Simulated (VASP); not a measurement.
Input of a VASP 6.6.1 run:

File INCAR:

```
PREC     = Accurate       # precision mode
ENCUT    = 520            # plane-wave cutoff, eV
EDIFF    = 1E-7           # SCF threshold, eV
ISMEAR   = -1             # smearing method
SIGMA    = 0.05           # smearing width, eV
LREAL    = F              # projectors in reciprocal space
LASPH    = T              # aspherical terms in the spheres
NELM     = 100            # most SCF steps
ALGO     = Normal         # electronic algorithm
ISIF     = 2              # what is computed and relaxed
LWAVE    = F              # write WAVECAR
LCHARG   = F              # write CHGCAR
GGA      = RP             # functional
IVDW     = 13             # dispersion correction
NBANDS   = 13             # bands
```

File KPOINTS:

```
Automatic mesh
0
Gamma
  12 12 12
```

Contents of POSCAR:

```
Mo
1.0
   -1.5838089719      1.5838089719      1.5838089719
    1.5838089719     -1.5838089719      1.5838089719
    1.5838089719      1.5838089719     -1.5838089719
Mo
1
Direct
    0.0000000000      0.0000000000      0.0000000000
```

Potentials or basis: VASP PAW PBE potentials, release 64 (Mo_sv).

Command:

```sh
$ cat potpaw_PBE.64/Mo_sv/POTCAR > POTCAR
$ mpirun -np 1 vasp_std > vasp.out
```

**Question.** What does it give for the pressure?

**Answer.** -8.4 GPa.

**Question.** Estimate the dispersion energy per atom.

**Answer.** -1.101 eV.

**Question.** Estimate the band gap on the k mesh.

**Answer.** Zero (band 7 reaches 16.28 eV, above the bottom of band 8 at 11.07 eV).

Caveat: the PAW data sets were made with another functional, which shifts forces and pressure a little; pairwise dispersion overbinds metals, which lowers pressure and volume.
